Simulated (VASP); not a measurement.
Wanted: the native input for a VASP 6.6.1 run.

| Quantity | Value |
| --- | --- |
| Task | single point |
| Functional | r2SCAN |
| Potentials or basis | VASP PAW PBE potentials, release 64 (Ca_sv, Ba_sv, Te) |
| Cutoff | 520 eV |
| k mesh | 6 × 6 × 6 |
| Occupations | gaussian, width 0.01 eV |
| Spin | no spin polarisation |
| Dipole correction | no |
| Further INCAR settings | ALGO = Normal; EDIFF = 1e-07; NBANDS = 24 |

The system is BaCaTe2.

```
Ca Ba Te
1.0
     2.33993    1.35096    7.66784
    -2.33993    1.35096    7.66784
     0.00000   -2.70192    7.66784
Ca Ba Te
1 1 2
Direct
  0.00000 0.00000 0.00000
  0.50000 0.50000 0.50000
  0.25868 0.25868 0.25868
  0.74132 0.74132 0.74132
```

This cell differs from its parent crystal: strain -1.4%.

One way to write it, as run:

POSCAR

```
BaCaTe2
1.0
    2.3399275083      1.3509577768      7.6678368095
   -2.3399275083      1.3509577768      7.6678368095
    0.0000000000     -2.7019155537      7.6678368095
Ca Ba Te
1 1 2
Direct
    1.0000000000      0.0000000000      0.0000000000
    0.5000000000      0.5000000000      0.5000000000
    0.2586815903      0.2586815903      0.2586815903
    0.7413184097      0.7413184097      0.7413184097
```

INCAR.step1

```
ALGO = Normal
EDIFF = 1E-4
ENCUT = 520
GGA = PE
ISMEAR = 0
LASPH = T
LCHARG = F
LREAL = F
LWAVE = T
NBANDS = 24
NELM = 100
PREC = Accurate
SIGMA = 0.01
```

INCAR.step2

```
ALGO = Normal
EDIFF = 1E-7
ENCUT = 520
ISIF = 2
ISMEAR = 0
ISTART = 1
LASPH = T
LCHARG = F
LMIXTAU = T
LREAL = F
LWAVE = F
METAGGA = R2SCAN
NBANDS = 24
NELM = 100
PREC = Accurate
SIGMA = 0.01
```

KPOINTS

```
k-points
0
Gamma
  6 6 6
```

Potentials or basis: VASP PAW PBE potentials, release 64 (Ca_sv, Ba_sv, Te).

Launch:

```sh
$ cat potpaw_PBE.64/Ca_sv/POTCAR potpaw_PBE.64/Ba_sv/POTCAR potpaw_PBE.64/Te/POTCAR > POTCAR
$ cp INCAR.step1 INCAR
$ mpirun -np 1 vasp_std > vasp.out
$ cp INCAR.step2 INCAR
$ mpirun -np 1 vasp_std > vasp.out
```

It gave:

The pressure is 2.0 GPa. The largest force is 0.040 eV/Å and the band gap on the k mesh is 1.68 eV (least direct gap 2.44 eV).

Caveat: the cell differs from its parent crystal (strain -1.4%); the PAW data sets were made with another functional, which shifts forces and pressure a little; spin-orbit coupling is left out, which moves the levels of the heavy elements.

Run time: 8.6 min on 1 thread of Intel(R) Xeon(R) 6975P-C (Granite Rapids) (shared host), peak memory 0.61 GiB.
